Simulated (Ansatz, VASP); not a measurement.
One calculation of Si2TeS3, two programs

Contents of INCAR:

```
SYSTEM = Si2TeS3
PREC = Accurate ; ENCUT = 600
EDIFF = 1E-6 ; ISMEAR = 0
SIGMA = 0.1 ; LREAL = .False.
LASPH = .True. ; NELM = 60
ALGO = Normal ; ISIF = 3
LWAVE = .False. ; LCHARG = .False.
GGA = PE ; IBRION = 2
NSW = 100 ; EDIFFG = -0.01
```

KPOINTS

```
Automatic mesh
0
Gamma
  12 12 8
  0 0 0
```

The input POSCAR:

```
Si2TeS3
1.0
    5.2576426545      0.0000000000      0.0000000000
   -2.6288213273      4.5532521028      0.0000000000
    0.0000000000      0.0000000000      4.7917114204
Si Te S
2 1 3
Direct
    0.3333333333      0.6666666667      0.0000000000
    0.6666666667      0.3333333333      0.0000000000
    0.0000000000      0.0000000000      0.0000000000
    0.5000000000      0.0000000000      0.5000000000
    0.0000000000      0.5000000000      0.5000000000
    0.5000000000      0.5000000000      0.5000000000
```

Input for Ansatz:

```yaml
crystal:
  lattice:
    - [5.2576426545, 0.0, 0.0]
    - [-2.6288213273, 4.5532521028, 0.0]
    - [0.0, 0.0, 4.7917114204]
  atoms:
    - { symbol: Si, position: [0.3333333333, 0.6666666667, 0.0] }
    - { symbol: Si, position: [0.6666666667, 0.3333333333, 0.0] }
    - { symbol: Te, position: [0.0, 0.0, 0.0] }
    - { symbol: S, position: [0.5, 0.0, 0.5] }
    - { symbol: S, position: [0.0, 0.5, 0.5] }
    - { symbol: S, position: [0.5, 0.5, 0.5] }
basis:
  ecutwfc: 420
kpoints:
  mp_grid: { grid: [12, 12, 8] }
hamiltonian:
  xc: pbe
scf:
  occupations: { method: gaussian, width: 0.1 }
output:
  forces: true
  stress: true
  eigenvalues: true
  write_density: true
  write_potential: true
  elf: true
  volumetric_format: npy
relax:
  adjacent_minimum: "off"
  f_tol: 0.01
  max_steps: 80
  cell: { stress_tol: 0.05 }
```

Change from the starting cell: species swapped into the CeCo3Cu2 type (P6/mmm, No. 191).

Alike in both runs: task relaxation of cell and atoms; functional PBE; k mesh 12 × 12 × 8; occupations gaussian, width 0.1 eV; no spin polarisation.

|  | VASP | Ansatz |
| --- | --- | --- |
| version | VASP 6.6.1 | Ansatz 0.2.0 |
| potentials or method | VASP PAW PBE potentials, release 64 (Si, Te, S), cutoff 600 eV | scalar-relativistic, plane waves, PAW |
| valence electrons in the cell | 32 | 42 |

VASP gave:

```
gap on the k mesh at the Fermi level, each at its own relaxed structure (eV)  : none
relaxed volume (Å³/atom)                                                      : 19.11
relaxed length of the cell vector where the two differ most in proportion (Å) : 5.198
```

Problem. Estimate Ansatz's values.

Solution. gap on the k mesh at the Fermi level, each at its own relaxed structure (eV): none; relaxed volume (Å³/atom): 19.12; relaxed length of the cell vector where the two differ most in proportion (Å): 5.199.

A gap of «none» marks a metal or a gap that the smearing closes. VASP's potentials hold 32 valence electrons a cell and Ansatz's 42, so a difference there can come from the potentials and not from the codes.

Spin-orbit coupling is off throughout.
